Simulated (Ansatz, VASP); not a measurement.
## Two plane-wave programs on Zn5BiO

INCAR

```
SYSTEM = Zn5BiO
ALGO     = Normal         ! electronic algorithm
EDIFF    = 1E-6           ! SCF threshold, eV
EDIFFG   = -0.08          ! ionic threshold
ENCUT    = 600            ! plane-wave cutoff, eV
GGA      = PE             ! functional
IBRION   = 2              ! ionic algorithm
ISIF     = 3              ! what is computed and relaxed
ISMEAR   = 0              ! smearing method
LASPH    = .True.         ! aspherical terms in the spheres
LCHARG   = .False.        ! write CHGCAR
LREAL    = .False.        ! projectors in reciprocal space
LWAVE    = .False.        ! write WAVECAR
NELM     = 100            ! most SCF steps
NSW      = 36             ! ionic steps
PREC     = Accurate       ! precision mode
SIGMA    = 0.2            ! smearing width, eV
```

Contents of KPOINTS:

```
k-points
0
Gamma
  6 6 2
  0 0 0
```

Contents of POSCAR:

```
Zn5BiO
1.0
    3.0500000000      0.0000000000      0.0000000000
   -1.5250000000      2.6413774800      0.0000000000
    0.0000000000      0.0000000000     13.4000000000
Zn Bi O
5 1 1
Direct
    0.3333333300      0.6666666700      0.4750000000
    0.6666666700      0.3333333300      0.6550000000
    0.0000000000      0.0000000000      0.3250000000
    0.6666666700      0.3333333300      0.1700000000
    0.0000000000      0.0000000000      0.8200000000
    0.3333333300      0.6666666700      0.0000000000
    0.0000000000      0.0000000000      0.5650000000
```

Input for Ansatz:

```yaml
crystal:
  lattice:
    - [3.05, 0.0, 0.0]
    - [-1.525, 2.64137748, 0.0]
    - [0.0, 0.0, 13.4]
  atoms:
    - { symbol: Zn, position: [0.33333333, 0.66666667, 0.475] }
    - { symbol: Zn, position: [0.66666667, 0.33333333, 0.655] }
    - { symbol: Zn, position: [0.0, 0.0, 0.325] }
    - { symbol: Zn, position: [0.66666667, 0.33333333, 0.17] }
    - { symbol: Zn, position: [0.0, 0.0, 0.82] }
    - { symbol: Bi, position: [0.33333333, 0.66666667, 0.0] }
    - { symbol: O, position: [0.0, 0.0, 0.565] }
basis:
  ecutwfc: 420
kpoints:
  mp_grid: { grid: [6, 6, 2] }
hamiltonian:
  xc: pbe
scf:
  occupations: { method: gaussian, width: 0.2 }
  lower_state_search: "off"
output:
  forces: true
  stress: true
  eigenvalues: true
relax:
  adjacent_minimum: "off"
  f_tol: 0.08
  max_steps: 16
  cell: { stress_tol: 0.8 }
```

Alike in both runs: task relaxation of cell and atoms; functional PBE; k mesh 6 × 6 × 2; occupations gaussian, width 0.2 eV; no spin polarisation.

|  | VASP | Ansatz |
| --- | --- | --- |
| version | VASP 6.6.1 | Ansatz 0.2.0 |
| potentials or method | VASP PAW PBE potentials, release 64 (Zn, Bi_d, O), cutoff 600 eV | scalar-relativistic, plane waves, PAW |
| valence electrons in the cell | 81 | 81 |

|  | VASP | Ansatz | Ansatz less VASP |
| --- | --- | --- | --- |
| gap on the k mesh at the Fermi level, each at its own relaxed structure (eV) | none | none | - |
| relaxed volume (Å³/atom) | 17.35 | 17.28 | -0.061 |
| relaxed length of the cell vector where the two differ most in proportion (Å) | 3.252 | 3.247 | -0.0051 |

A gap of «none» marks a metal or a gap that the smearing closes.

The k mesh is coarse, so the values compare programs but aren't converged. Spin-orbit coupling is off throughout.
